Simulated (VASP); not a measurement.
# AlCu3 (P-4m2) in VASP: notebook

Runs on AlCu3. Level: LDA. Tasks: single point.

All numbers are computed with VASP 6.6.1; they aren't measurements. Logs are shortened: lines on timing, memory, paths and dates and some standing lists are left out, and cuts for length are marked.

### Step 1. The cell of the first run

Symmetry: P-4m2, No. 115, tetragonal system. Conventional cell: a = 3.529 Å, b = 3.529 Å, c = 3.529 Å, α = 90.00°, β = 90.00°, γ = 90.00°. Al (site symmetry -4m2) has 12 Cu at 2.48 to 2.51 Å within 3.3 Å. Within 3.3 Å of Cu (site symmetry 2mm) lie 4 Al at 2.48 to 2.51 Å and 8 Cu at 2.48 to 2.51 Å. Cu (site symmetry -4m2) has 8 Cu at 2.48 to 2.51 Å and 4 Al at 2.50 Å within 3.3 Å.

### Step 2. Single point, LDA (atoms displaced along a vibrational mode, the cell strained)

The input, INCAR:

```
  PREC = Accurate
  ENCUT = 520
  EDIFF = 1E-6
  ISMEAR = 0
  SIGMA = 0.15
  LREAL = F
  LASPH = T
  NELM = 100
  ALGO = Fast
  ISIF = 2
  LWAVE = F
  LCHARG = F
  GGA = CA
  NBANDS = 26
```

The input, KPOINTS:

```
regular mesh
0
Gamma
  12 12 12
```

The input, POSCAR:

```
AlCu3
1.0
    3.5290891026      0.0000000000      0.0000000000
    0.0000000000      3.5290891026      0.0000000000
    0.0000000000      0.0000000000      3.5290891026
Al Cu
1 3
Direct
    0.0000000000      0.0000000000      0.0000000000
    0.5000000000      0.4946503589      0.0000000000
    0.5000000000      0.0000000000      0.5000000000
    0.0000000000      0.5053496411      0.5000000000
```

Potentials or basis: VASP PAW LDA potentials, release 64 (Al, Cu).

Run with:

```
$ cat potpaw_LDA.64/Al/POTCAR potpaw_LDA.64/Cu/POTCAR > POTCAR
$ mpirun -np 1 vasp_std > vasp.out
```

OUTCAR:

```text
PREC = Accurate
   ENCUT = 520
   EDIFF = 1E-6
   ISMEAR = 0
   LREAL = F
   LASPH = T
   NELM = 100
   ISIF = 2
   GGA = CA

 ion  position               nearest neighbor table
   1  0.000  0.000  0.000-   2 2.48   4 2.48   4 2.48   2 2.48   3 2.50   3 2.50   3 2.50   3 2.50
                             4 2.51   4 2.51   2 2.51   2 2.51
   2  0.500  0.495  0.000-   1 2.48   3 2.48   3 2.48   1 2.48   4 2.50   4 2.50   4 2.50   4 2.50
                             1 2.51   3 2.51   1 2.51   3 2.51
   3  0.500  0.000  0.500-   2 2.48   4 2.48   2 2.48   4 2.48   1 2.50   1 2.50   1 2.50   1 2.50
                             4 2.51   4 2.51   2 2.51   2 2.51
   4  0.000  0.505  0.500-   1 2.48   3 2.48   1 2.48   3 2.48   2 2.50   2 2.50   2 2.50   2 2.50
                             1 2.51   3 2.51   1 2.51   3 2.51

  LATTYP: Found a simple cubic cell.
 ALAT       =     3.5290891026

  Lattice vectors:

 A1 = (   3.5290891026,   0.0000000000,   0.0000000000)
 A2 = (   0.0000000000,   3.5290891026,   0.0000000000)
 A3 = (   0.0000000000,   0.0000000000,   3.5290891026)

Analysis of symmetry for initial positions (statically):
=====================================================================
 Subroutine PRICEL returns:
 Original cell was already a primitive cell.

 Routine SETGRP: Setting up the symmetry group for a
 simple cubic supercell.

 Subroutine GETGRP returns: Found  8 space group operations
 (whereof  8 operations were pure point group operations)
 out of a pool of 48 trial point group operations.

The static configuration has the point symmetry D_2d.

Analysis of symmetry for dynamics (positions and initial velocities):
=====================================================================
 Subroutine PRICEL returns:
 Original cell was already a primitive cell.

 Routine SETGRP: Setting up the symmetry group for a
 simple cubic supercell.

 Subroutine GETGRP returns: Found  8 space group operations
 (whereof  8 operations were pure point group operations)
 out of a pool of 48 trial point group operations.

The dynamic configuration has the point symmetry D_2d.

 Subroutine INISYM returns: Found  8 space group operations
 (whereof  8 operations are pure point group operations),
 and found     1 'primitive' translations

----------------------------------------------------------------------------------------

                                     Primitive cell

  volume of cell :      43.9529

  direct lattice vectors                    reciprocal lattice vectors
[... 95 lines left out ...]
   IBRION =     -1    ionic relax: 0-MD 1-quasi-New 2-CG
   NFREE  =      0    steps in history (QN), initial steepest desc. (CG)
   ISIF   =      2    stress and relaxation
   ISYM   =      2    0-nonsym 1-usesym 2-fastsym
   POTIM  = 0.5000    time-step for ionic-motion
   TEBEG  =    0.0;   TEEND  =   0.0 temperature during run
   PSTRESS=    0.0 pullay stress
   NELECT =      36.0000    total number of electrons
   NUPDOWN=      -1.0000    fix difference up-down
   EMIN   =  10.00;   EMAX   =-10.00  energy-range for DOS
   EFERMI =   0.00;   METHOD = LEGACY
   ISMEAR =     0;   SIGMA  =   0.15  broadening in eV -4-tet -1-fermi 0-gaus
   EFERMI_NEDOS =   21; number of points for ismear=-14 and -15
   IALGO  =     68    algorithm
   IMIX   =      4    mixing-type and parameters
     AMIX     =   0.40;   BMIX     =  1.00
     AMIX_MAG =   1.60;   BMIX_MAG =  1.00
  volume/ion in A,a.u.               =      10.99        74.15
  Fermi-wavevector in a.u.,A,eV,Ry     =   1.531721  2.894533 31.921576  2.346170
  Thomas-Fermi vector in A             =   2.639026
   LORBIT       =      0    0 simple, 1 ext, 2 COOP (PROOUT), +10 PAW based schemes
   GGA     = CA    functional components
   LHFCALC =     F    Hartree Fock is set to
   AEXX    =    0.0000 exact exchange contribution
   IVDW    =     0    specifies the selected vdW correction
   LEPSILON=     F    determine dielectric tensor
   LRPA    =     F    only Hartree local field effects (RPA)
 non-spin polarized calculation
 RMM-DIIS sequential band-by-band and
 Gauss-broadening in eV      SIGMA  =   0.15
  energy-cutoff  :      520.00
  volume of cell :       43.95
 maximum number of plane-waves:      1213
 NGX is ok and might be reduce to    28
   NGX = 13   NGY = 13   NGZ = 13

 number of electron      35.9999998 magnetization

 Free energy of the ion-electron system (eV)
  ---------------------------------------------------
  ext. energy  EPLUGINS =         0.00000000
  ---------------------------------------------------
  free energy    TOTEN  =       -19.02928370 eV

  energy without entropy =      -19.01772181  energy(sigma->0) =      -19.02350276

 E-fermi :   9.7055     XC(G=0): -13.1342

 val. band max:        9.7013602716   @ k =   0.2500   0.1667   0.1667
 cond. band min:       9.7396836702   @ k =   0.1667   0.0833   0.0833
 fundamental gap:      0.0383233986
 Fermi energy:         9.7055207536

 k-point     1 :       0.0000    0.0000    0.0000
  band No.  band energies     occupation
      1      -1.6723      2.00000
      2       3.6724      2.00000
      3       4.3075      2.00000
      4       4.3090      2.00000
      5       4.5921      2.00000
      6       4.5921      2.00000
[... 685 lines left out ...]
     25      19.6683      0.00000
     26      21.2414      0.00000

 [... further k-points ...]

------------------------ aborting loop because EDIFF is reached ----------------------------------------

  FORCE on cell =-STRESS in cart. coord.  units (eV):
  Direction    XX          YY          ZZ          XY          YZ          ZX
  --------------------------------------------------------------------------------------
  -------------------------------------------------------------------------------------
  Total        2.7755730      2.7793136      2.7755730      0.0000000     -0.0000000      0.0000000
  in kB      101.1754999    101.3118552    101.1754999      0.0000000     -0.0000000      0.0000000
  external PRESSURE =     101.2209516 kB  Pullay stress =       0.0000000 kB

 VOLUME and BASIS-vectors are now :
 -----------------------------------------------------------------------------
  energy-cutoff  :      520.00
  volume of cell :       43.95
      direct lattice vectors                 reciprocal lattice vectors
     3.529089103  0.000000000  0.000000000     0.283359238  0.000000000  0.000000000
     0.000000000  3.529089103  0.000000000     0.000000000  0.283359238  0.000000000
     0.000000000  0.000000000  3.529089103     0.000000000  0.000000000  0.283359238

 POSITION                                       TOTAL-FORCE (eV/Angst)
 -----------------------------------------------------------------------------------
      0.00000      0.00000      0.00000        -0.000000      0.000000     -0.000000
      1.76454      1.74567      0.00000         0.000000      0.155581      0.000000
      1.76454      0.00000      1.76454        -0.000000      0.000000     -0.000000
      0.00000      1.78342      1.76454         0.000000     -0.155581      0.000000
 -----------------------------------------------------------------------------------
    total drift:                                0.000000     -0.000001     -0.000000

  FREE ENERGIE OF THE ION-ELECTRON SYSTEM (eV)
  ---------------------------------------------------
  free  energy   TOTEN  =       -19.0292836978 eV

  energy  without entropy=      -19.0177218130  energy(sigma->0) =      -19.02350276
```

OSZICAR:

```text
N       E                     dE             d eps       ncg     rms          rms(c)
DAV:   1     0.251402147185E+03    0.25140E+03   -0.15651E+04 10840   0.228E+03
DAV:   2    -0.364340131103E+01   -0.25505E+03   -0.24388E+03 10196   0.358E+02
DAV:   3    -0.232276983192E+02   -0.19584E+02   -0.18746E+02 11546   0.140E+02
DAV:   4    -0.236635042769E+02   -0.43581E+00   -0.43448E+00 14888   0.247E+01
DAV:   5    -0.236704809547E+02   -0.69767E-02   -0.69757E-02 15804   0.248E+00    0.177E+01
RMM:   6    -0.218054585331E+02    0.18650E+01   -0.41482E+01 11612   0.101E+02    0.114E+01
RMM:   7    -0.190509664709E+02    0.27545E+01   -0.10018E+01 11276   0.516E+01    0.186E+00
RMM:   8    -0.190253831753E+02    0.25583E-01   -0.23348E-01 12481   0.621E+00    0.429E-01
RMM:   9    -0.190286655880E+02   -0.32824E-02   -0.84928E-02 12891   0.176E+00    0.197E-01
RMM:  10    -0.190294931693E+02   -0.82758E-03   -0.17918E-02 12367   0.214E+00    0.261E-01
RMM:  11    -0.190292779657E+02    0.21520E-03   -0.60309E-03 14469   0.570E-01    0.800E-02
RMM:  12    -0.190292725266E+02    0.54390E-05   -0.10896E-03 13239   0.343E-01    0.401E-02
RMM:  13    -0.190292799022E+02   -0.73756E-05   -0.26269E-04 14708   0.152E-01    0.168E-02
RMM:  14    -0.190292837400E+02   -0.38378E-05   -0.49741E-05 12778   0.447E-02    0.797E-03
RMM:  15    -0.190292836978E+02    0.42221E-07   -0.83503E-06  9943   0.337E-02
   1 F= -.19029284E+02 E0= -.19023503E+02  d E =-.115619E-01
```

stdout:

```text
POSCAR found type information on POSCAR AlCu
 POSCAR found :  2 types and       4 ions
 scaLAPACK will be used
 LDA part: xc-table for (Slater(with rela. corr.)+CA(PZ))
 , standard interpolation
 POSCAR, INCAR and KPOINTS ok, starting setup
 FFT: planning ... GRIDC
 FFT: planning ... GRID_SOFT
 FFT: planning ... GRID
 WAVECAR not read
 entering main loop
```

Wall time 3.7 min (1 thread of AMD EPYC 7R43 (Zen 3), shared host); peak memory 0.24 GiB.

What came out:

```
Free energy            : -19.0293 eV
Pressure               : 10.1 GPa
Largest force          : 0.156 eV/Å
Band gap on the k mesh : zero (bands 18 and 19 overlap by 5.94 eV)
```

Forces on the atoms (eV/Å):
```
Al   0.000  0.000  0.000
Cu   0.000  0.156  0.000
Cu   0.000  0.000  0.000
Cu   0.000 -0.156  0.000
```

Caveat: the cell differs from its parent crystal (atoms displaced along a vibrational mode, the cell strained); the cell stands under pressure.

[end of part 1 of 2]
